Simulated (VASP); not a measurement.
# CdS (Fm-3m) in VASP: settings compared

CdS is run at these levels: PBE, PBEsol; tasks: G0W0 quasiparticle levels, vibrations by perturbation theory, dielectric tensor.

All numbers are computed with VASP 6.6.1; they aren't measurements. Logs are shortened: lines on timing, memory, paths and dates and some standing lists are left out, and cuts for length are marked.

**1. The cell of the first run**

It takes space group Fm-3m (No. 225, cubic). Conventional cell: a = 5.454 Å, b = 5.454 Å, c = 5.454 Å, α = 90.00°, β = 90.00°, γ = 90.00°. Cd (site symmetry m-3m) has 6 S at 2.73 Å within 3.6 Å. S (site symmetry m-3m) has 6 Cd at 2.73 Å within 3.6 Å.

**2. G0W0 quasiparticle levels, PBE**

POSCAR

```
CdS
1.0
    0.0000000000      2.7267765870      2.7267765870
    2.7267765870      0.0000000000      2.7267765870
    2.7267765870      2.7267765870      0.0000000000
Cd S
1 1
Direct
    0.0000000000      0.0000000000      0.0000000000
    0.5000000000      0.5000000000      0.5000000000
```

INCAR.step1

```
SYSTEM = CdS
PREC = Accurate
ENCUT = 500
EDIFF = 1E-8
ISMEAR = 0
SIGMA = 0.01
LREAL = .False.
LASPH = .True.
NELM = 60
ALGO = Normal
LWAVE = .True.
LCHARG = .False.
GGA = PE
```

INCAR.step2

```
SYSTEM = CdS
PREC = Accurate
ENCUT = 500
EDIFF = 1E-8
ISMEAR = 0
SIGMA = 0.01
LREAL = .False.
LASPH = .True.
NELM = 1
ALGO = Exact
LWAVE = .True.
LCHARG = .False.
GGA = PE
NBANDS = 130
LOPTICS = .True.
ISTART = 1
```

INCAR.step3

```
SYSTEM = CdS
PREC = Accurate
ENCUT = 500
EDIFF = 1E-8
ISMEAR = 0
SIGMA = 0.01
LREAL = .False.
LASPH = .True.
ALGO = EVGW0
LWAVE = .False.
LCHARG = .False.
GGA = PE
NELMGW = 1
NBANDS = 130
ENCUTGW = 120.0
NOMEGA = 96
PRECFOCK = Fast
ISTART = 1
NBANDSGW = 17
OMEGAMAX = 20
```

KPOINTS

```
regular mesh
0
Gamma
  4 4 4
  0 0 0
```

Potentials or basis: VASP PAW PBE potentials, release 64 (Cd_GW, S_GW).

Command:

```
cat potpaw_PBE.64/Cd_GW/POTCAR potpaw_PBE.64/S_GW/POTCAR > POTCAR
cp INCAR.step1 INCAR
mpirun -np 1 vasp_std > vasp.out
cp INCAR.step2 INCAR
mpirun -np 1 vasp_std > vasp.out
cp INCAR.step3 INCAR
mpirun -np 1 vasp_std > vasp.out
```

OUTCAR:

```text
SYSTEM = CdS
   PREC = Accurate
   ENCUT = 500
   EDIFF = 1E-8
   ISMEAR = 0
   LREAL = .False.
   LASPH = .True.
   GGA = PE
   NELMGW = 1
   ENCUTGW = 120.0
   PRECFOCK = Fast
   ISTART = 1

 ion  position               nearest neighbor table
   1  0.000  0.000  0.000-   2 2.73   2 2.73   2 2.73   2 2.73   2 2.73   2 2.73
   2  0.500  0.500  0.500-   1 2.73   1 2.73   1 2.73   1 2.73   1 2.73   1 2.73

  LATTYP: Found a face centered cubic cell.
 ALAT       =     5.4535531740

  Lattice vectors:

 A1 = (   0.0000000000,   2.7267765870,   2.7267765870)
 A2 = (   2.7267765870,   0.0000000000,   2.7267765870)
 A3 = (   2.7267765870,   2.7267765870,   0.0000000000)

Analysis of symmetry for initial positions (statically):
=====================================================================
 Subroutine PRICEL returns:
 Original cell was already a primitive cell.

 Routine SETGRP: Setting up the symmetry group for a
 face centered cubic supercell.

 Subroutine GETGRP returns: Found 48 space group operations
 (whereof 48 operations were pure point group operations)
 out of a pool of 48 trial point group operations.

The static configuration has the point symmetry O_h .

Analysis of symmetry for dynamics (positions and initial velocities):
=====================================================================
 Subroutine PRICEL returns:
 Original cell was already a primitive cell.

 Routine SETGRP: Setting up the symmetry group for a
 face centered cubic supercell.

 Subroutine GETGRP returns: Found 48 space group operations
 (whereof 48 operations were pure point group operations)
 out of a pool of 48 trial point group operations.

The dynamic configuration has the point symmetry O_h .

 Subroutine INISYM returns: Found 48 space group operations
 (whereof 48 operations are pure point group operations),
 and found     1 'primitive' translations

----------------------------------------------------------------------------------------

                                     Primitive cell

  volume of cell :      40.5489

  direct lattice vectors                    reciprocal lattice vectors
     0.000000000  2.726776587  2.726776587    -0.183366691  0.183366691  0.183366691
     2.726776587  0.000000000  2.726776587     0.183366691 -0.183366691  0.183366691
     2.726776587  2.726776587  0.000000000     0.183366691  0.183366691 -0.183366691

  length of vectors
     3.856244431  3.856244431  3.856244431     0.317600425  0.317600425  0.317600425

  position of ions in fractional coordinates (direct lattice)
     0.000000000  0.000000000  0.000000000
     0.500000000  0.500000000  0.500000000

  ion indices of the primitive-cell ions
   primitive index   ion index
                 1           1
                 2           2

----------------------------------------------------------------------------------------

 KPOINTS: regular mesh

Automatic generation of k-mesh.
 Grid dimensions read from file:
 generate k-points for:    4    4    4

 Generating k-lattice:

  Cartesian coordinates                     Fractional coordinates (reciprocal lattice)
    -0.045841673  0.045841673  0.045841673     0.250000000  0.000000000  0.000000000
     0.045841673 -0.045841673  0.045841673     0.000000000  0.250000000  0.000000000
     0.045841673  0.045841673 -0.045841673     0.000000000  0.000000000  0.250000000

  Length of vectors
     0.079400106  0.079400106  0.079400106

  Shift w.r.t. Gamma in fractional coordinates (k-lattice)
     0.000000000  0.000000000  0.000000000

 Subroutine IBZKPT returns following result:
 ===========================================

 Found      8 irreducible k-points:

 Following reciprocal coordinates:
            Coordinates               Weight
  0.000000  0.000000  0.000000      1.000000
  0.250000  0.000000  0.000000      8.000000
  0.500000  0.000000  0.000000      4.000000
  0.250000  0.250000  0.000000      6.000000
  0.500000  0.250000  0.000000     24.000000
 -0.250000  0.250000  0.000000     12.000000
  0.500000  0.500000  0.000000      3.000000
 -0.250000  0.500000  0.250000      6.000000
   k-points           NKPTS =      8   k-points in BZ     NKDIM =     64   number of bands    NBANDS=    130
   number of dos      NEDOS =    301   number of ions     NIONS =      2
   total plane-waves  NPLWV =  21952
   dimension x,y,z NGX =    28 NGY =   28 NGZ =   28
   dimension x,y,z NGXF=    56 NGYF=   56 NGZF=   56
   ions per type =               1   1
   NGX,Y,Z   is equivalent  to a cutoff of  12.07, 12.07, 12.07 a.u.
   NGXF,Y,Z  is equivalent  to a cutoff of  24.14, 24.14, 24.14 a.u.
 SYSTEM =  CdS
   PREC   = accura    normal or accurate (medium, high low for compatibility)
   ISTART =      1    job   : 0-new  1-cont  2-samecut
   ICHARG =      0    charge: 1-file 2-atom 10-const
   ISPIN  =      1    spin polarized calculation?
   LNONCOLLINEAR =      F non collinear calculations
   LSORBIT =      F    spin-orbit coupling
   LASPH  =      T    aspherical Exc in radial PAW
   ENCUT  =  500.0 eV  36.75 Ry    6.06 a.u.   7.03  7.03  7.03*2*pi/ulx,y,z
   NELM   =     60;   NELMIN=  2; NELMDL=  0     # of ELM steps
   EDIFF  = 0.1E-07   stopping-criterion for ELM
   LREAL  =      F    real-space projection
   EDIFFG = 0.1E-06   stopping-criterion for IOM
   NSW    =      0    number of steps for IOM
   IBRION =     -1    ionic relax: 0-MD 1-quasi-New 2-CG
   NFREE  =      0    steps in history (QN), initial steepest desc. (CG)
   ISIF   =      0    stress and relaxation
   ISYM   =      3    0-nonsym 1-usesym 2-fastsym
   POTIM  = 0.5000    time-step for ionic-motion
   TEBEG  =    0.0;   TEEND  =   0.0 temperature during run
   PSTRESS=    0.0 pullay stress
   NELECT =      18.0000    total number of electrons
   NUPDOWN=      -1.0000    fix difference up-down
   EMIN   =  10.00;   EMAX   =-10.00  energy-range for DOS
   EFERMI =   0.00;   METHOD = LEGACY
   ISMEAR =     0;   SIGMA  =   0.01  broadening in eV -4-tet -1-fermi 0-gaus
   EFERMI_NEDOS =   21; number of points for ismear=-14 and -15
   IALGO  =     38    algorithm
   IMIX   =      4    mixing-type and parameters
     AMIX     =   0.40;   BMIX     =  1.00
     AMIX_MAG =   1.60;   BMIX_MAG =  1.00
  volume/ion in A,a.u.               =      20.27       136.82
  Fermi-wavevector in a.u.,A,eV,Ry     =   1.248838  2.359962 21.219597  1.559596
  Thomas-Fermi vector in A             =   2.382906
   LORBIT       =      0    0 simple, 1 ext, 2 COOP (PROOUT), +10 PAW based schemes
   GGA     = PE    functional components
   LHFCALC =     T    Hartree Fock is set to
   PRECFOCK=fast      Normal, Fast or Accurate (Low or Medium for compatibility)
   ENCUT4O =  -1.0   cutoff for four orbital integrals eV
   NKREDX  =     1    reduce k-point grid by
   NKREDY  =     1    reduce k-point grid by
   NKREDZ  =     1    reduce k-point grid by
   AEXX    =    1.0000 exact exchange contribution
   HFSCREEN=    0.0000 screening length (either q_TF or 0.3 A-1)
   HFSCREENC=   0.0000 screening length for correlation (either q_TF or 0.3 A-1)
   ENCUTFOCK=  -1.0 apply spherical cutoff to Coloumb kernel
   IVDW    =     0    specifies the selected vdW correction
   LEPSILON=     F    determine dielectric tensor
   LRPA    =     F    only Hartree local field effects (RPA)
   LRPAFORCE           =     F    calculate RPA forces
   ENCUTGW             = 120.0    cutoff for response function in eV
   ENCUTGWSOFT         =  96.0    soft cutoff for Coulomb kernel in GW response function in eV
   ENCUTLF             =  -1.0    cutoff for local field effects
   NELMGW              =     1    number of iterations in solving QP/BSE equation
   NELMHF              =     1    number of iterations in the inner HF iteration
   NKREDLFX            =     1    NKREDLFY  =   1   NKREDLFZ  =   1
 non-spin polarized calculation
 Gauss-broadening in eV      SIGMA  =   0.01
  energy-cutoff  :      500.00
  volume of cell :       40.55
 maximum number of plane-waves:      1056
  NGX = 16; NGY = 16; NGZ = 16
   NGX = 13   NGY = 13   NGZ = 13
 maximum number of plane-waves:       126
 NGX is ok and might be reduce to    14

 QP shifts <psi_nk| G(iteration)W_0 |psi_nk>: iteration 1
 for sc-GW calculations column KS-energies equals QP-energies in previous step
 and V_xc(KS)=  KS-energies - (<T + V_ion + V_H > + <T+V_H+V_ion>^1  + <V_x>^1)

 k-point   1 :       0.0000    0.0000    0.0000
  band No.  KS-energies  QP-energies   sigma(KS)   V_xc(KS)     V^pw_x(r,r')   Z            occupation Imag(sigma)

      1      -8.1793      -8.4866     -13.1823     -12.6969     -20.7023       0.6330       2.0000       1.1436
      2      -3.0167      -4.8146     -17.8845     -15.3627     -23.1148       0.7129       2.0000       0.1274
      3      -3.0167      -4.8146     -17.8845     -15.3627     -23.1148       0.7129       2.0000       0.1274
      4      -3.0167      -4.8146     -17.8845     -15.3627     -23.1148       0.7129       2.0000       0.1274
      5      -3.0144      -4.8248     -18.0163     -15.5048     -23.3802       0.7209       2.0000       0.1919
      6      -3.0144      -4.8248     -18.0163     -15.5048     -23.3802       0.7209       2.0000       0.1919
[... 9 lines left out ...]
     16      16.1348      16.3333     -10.0069     -10.2699      -3.7267       0.7544       0.0000      -0.4272
     17      16.1348      16.3333     -10.0069     -10.2699      -3.7267       0.7544       0.0000      -0.4272

 k-point   2 :       0.2500    0.0000    0.0000
  band No.  KS-energies  QP-energies   sigma(KS)   V_xc(KS)     V^pw_x(r,r')   Z            occupation Imag(sigma)

      1      -7.6755      -7.9658     -13.4295     -12.9726     -20.8170       0.6354       2.0000       1.0772
      2      -3.1754      -4.9221     -17.7625     -15.3084     -23.1530       0.7117       2.0000       0.1946
      3      -3.1754      -4.9221     -17.7625     -15.3084     -23.1530       0.7117       2.0000       0.1946
      4      -3.0893      -4.8554     -17.6538     -15.1763     -22.8791       0.7129       2.0000       0.1445
      5      -2.9127      -4.7252     -18.0248     -15.4940     -23.2721       0.7162       2.0000       0.1343
      6      -2.9127      -4.7252     -18.0248     -15.4940     -23.2721       0.7162       2.0000       0.1343
[... 9 lines left out ...]
     16      15.5404      15.5627      -9.1178      -9.1467      -3.2994       0.7726       0.0000      -0.3279
     17      20.3642      20.3967      -8.9882      -9.0301      -2.8201       0.7769       0.0000      -0.5528

 k-point   3 :       0.5000    0.0000    0.0000
  band No.  KS-energies  QP-energies   sigma(KS)   V_xc(KS)     V^pw_x(r,r')   Z            occupation Imag(sigma)

      1      -7.0146      -7.2331     -13.8137     -13.4715     -21.1220       0.6385       2.0000       0.9969
      2      -3.3259      -5.0329     -17.5712     -15.1566     -22.9962       0.7069       2.0000       0.2095
      3      -3.3259      -5.0329     -17.5712     -15.1566     -22.9962       0.7069       2.0000       0.2095
      4      -3.2827      -4.9397     -16.9028     -14.5701     -22.0857       0.7103       2.0000       0.1986
      5      -2.8059      -4.6321     -18.1574     -15.6126     -23.4018       0.7176       2.0000       0.1326
      6      -2.8059      -4.6321     -18.1574     -15.6126     -23.4018       0.7176       2.0000       0.1326
[... 9 lines left out ...]
     16      17.3648      17.7951     -10.6792     -11.2532      -4.7155       0.7496       0.0000      -0.3602
     17      19.6397      19.9966     -10.4134     -10.8815      -3.9825       0.7624       0.0000      -0.6099

 k-point   4 :       0.2500    0.2500    0.0000
  band No.  KS-energies  QP-energies   sigma(KS)   V_xc(KS)     V^pw_x(r,r')   Z            occupation Imag(sigma)

      1      -7.6140      -7.9130     -13.5521     -13.0967     -20.9564       0.6566       2.0000       1.0833
      2      -3.1582      -4.8176     -17.3860     -15.0487     -22.7630       0.7100       2.0000       0.2304
      3      -3.0974      -4.8842     -17.7540     -15.2438     -22.9781       0.7118       2.0000       0.1288
      4      -2.9586      -4.7768     -18.0734     -15.5601     -23.4451       0.7235       2.0000       0.1920
      5      -2.9022      -4.7099     -17.9903     -15.4645     -23.2217       0.7157       2.0000       0.1308
      6      -2.9022      -4.7099     -17.9903     -15.4645     -23.2217       0.7157       2.0000       0.1308
[... 37 lines left out ...]
      2      -3.2631      -4.9667     -17.6555     -15.2366     -23.0949       0.7043       2.0000       0.2118
      3      -3.2138      -4.8801     -17.2463     -14.8855     -22.5268       0.7058       2.0000       0.2009
      4      -3.0426      -4.8140     -17.7018     -15.2153     -22.9260       0.7124       2.0000       0.1419
      5      -2.8662      -4.6828     -18.0650     -15.5272     -23.2948       0.7158       2.0000       0.1259
      6      -2.7292      -4.5202     -18.1249     -15.6416     -23.4140       0.7212       2.0000       0.1634
[... 9 lines left out ...]
     16      19.0665      19.2456      -9.8158     -10.0470      -3.3724       0.7746       0.0000      -0.6457
     17      20.0651      20.3441     -10.2146     -10.5818      -3.7920       0.7597       0.0000      -0.6543

 k-point   7 :       0.5000    0.5000    0.0000
  band No.  KS-energies  QP-energies   sigma(KS)   V_xc(KS)     V^pw_x(r,r')   Z            occupation Imag(sigma)

      1      -7.2628      -7.6352     -14.2347     -13.6590     -21.5623       0.6468       2.0000       0.9322
      2      -3.1782      -4.9500     -17.6224     -15.1263     -22.8428       0.7098       2.0000       0.1312
      3      -2.9023      -4.7234     -18.1364     -15.6163     -23.5099       0.7226       2.0000       0.1907
      4      -2.7389      -4.5689     -18.2113     -15.6635     -23.4462       0.7183       2.0000       0.1258
      5      -2.7389      -4.5689     -18.2113     -15.6635     -23.4462       0.7183       2.0000       0.1258
      6      -2.0248      -3.6114     -18.0701     -15.8781     -23.3276       0.7238       2.0000       0.2079
[... 9 lines left out ...]
     16      19.0861      19.5062     -11.0321     -11.6064      -4.5866       0.7316       0.0000      -0.4946
     17      19.0861      19.5062     -11.0321     -11.6064      -4.5866       0.7316       0.0000      -0.4946

 k-point   8 :      -0.2500    0.5000    0.2500
  band No.  KS-energies  QP-energies   sigma(KS)   V_xc(KS)     V^pw_x(r,r')   Z            occupation Imag(sigma)

      1      -7.1055      -7.4485     -14.2342     -13.7081     -21.5391       0.6518       2.0000       0.9362
      2      -3.1578      -4.8850     -17.7202     -15.2944     -23.1352       0.7120       2.0000       0.2122
      3      -3.0151      -4.7952     -17.7368     -15.2447     -22.9548       0.7143       2.0000       0.1401
      4      -3.0151      -4.7952     -17.7368     -15.2447     -22.9548       0.7143       2.0000       0.1401
      5      -2.7388      -4.5711     -18.2117     -15.6638     -23.4468       0.7191       2.0000       0.1257
      6      -2.2179      -3.8428     -18.0689     -15.8251     -23.3670       0.7241       2.0000       0.2068
[... 9 lines left out ...]
     16      19.0595      19.4818     -11.0056     -11.5714      -4.5657       0.7463       0.0000      -0.5015
     17      20.4680      20.8797     -11.1725     -11.7266      -4.7181       0.7429       0.0000      -0.7098
```

Run time: 2.6 min. Hardware: 1 thread of AMD EPYC 9R45 (Zen 5), shared host; peak memory 0.36 GiB.

What came out:

| Property | Result |
| --- | --- |
| Quasiparticle gap | 0.81 eV |
| Least direct quasiparticle gap | 2.33 eV |
| Band gap of the starting levels on the mesh | 0.21 eV |
| Least direct gap of the starting levels on the mesh | 1.72 eV |

Caveat: the k points lie up to 0.50 Å⁻¹ apart; bands, screening cutoff and mesh are small and nothing is extrapolated, so the quasiparticle values aren't converged; the structure was generated, so it needn't be the stable form of CdS.

(Continued in part 2 of 2.)
